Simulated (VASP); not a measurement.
Write the native input for VASP 6.6.1 that does the following.

```yaml
Task: single point
Functional: r2SCAN
Potentials_or_basis: VASP PAW PBE potentials, release 64 (K_sv, Cl)
Cutoff: 520 eV
k_mesh: 6 × 6 × 6
Occupations: gaussian, width 0.01 eV
Spin: no spin polarisation
Dipole_correction: no
Further_INCAR_settings: ALGO = Normal; EDIFF = 1e-06; NBANDS = 15
```

KCl:

```
K Cl
1.0
     2.92918    2.92918    0.00000
    -2.92918    2.92918    0.00000
     0.00000    2.92918    2.92918
K Cl
1 1
Direct
  0.00000 0.00000 0.00000
  0.50000 0.50000 0.00000
```

One way to write it, as run:

POSCAR

```
KCl
1.0
    2.9291770775      2.9291770775      0.0000000000
   -2.9291770775      2.9291770775      0.0000000000
    0.0000000000      2.9291770775      2.9291770775
K Cl
1 1
Direct
    0.0000000000      0.0000000000      0.0000000000
    0.5000000000      0.5000000000      0.0000000000
```

INCAR.step1

```
ALGO = Normal ; EDIFF = 1E-4
ENCUT = 520 ; GGA = PE
ISMEAR = 0 ; LASPH = True
LCHARG = False ; LREAL = False
LWAVE = True ; NBANDS = 15
NELM = 80 ; PREC = Accurate
SIGMA = 0.01
```

INCAR.step2

```
ALGO = Normal ; EDIFF = 1E-6
ENCUT = 520 ; ISIF = 2
ISMEAR = 0 ; ISTART = 1
LASPH = True ; LCHARG = False
LMIXTAU = True ; LREAL = False
LWAVE = False ; METAGGA = R2SCAN
NBANDS = 15 ; NELM = 80
PREC = Accurate ; SIGMA = 0.01
```

KPOINTS

```
k-points
0
Gamma
  6 6 6
```

Potentials or basis: VASP PAW PBE potentials, release 64 (K_sv, Cl).

Run with:

```sh
$ cat potpaw_PBE.64/K_sv/POTCAR potpaw_PBE.64/Cl/POTCAR > POTCAR
$ cp INCAR.step1 INCAR
$ mpirun -np 1 vasp_std > vasp.out
$ cp INCAR.step2 INCAR
$ mpirun -np 1 vasp_std > vasp.out
```

It gave:

The pressure is 7.0 GPa and the band gap on the k mesh is 6.71 eV, direct.

Caveat: the PAW data sets were made with another functional, which shifts forces and pressure a little.

It took 83 s on 1 thread of AMD EPYC 7R43 64-Core Processor (Zen 3), with other jobs on the host, peak memory 0.14 GiB.
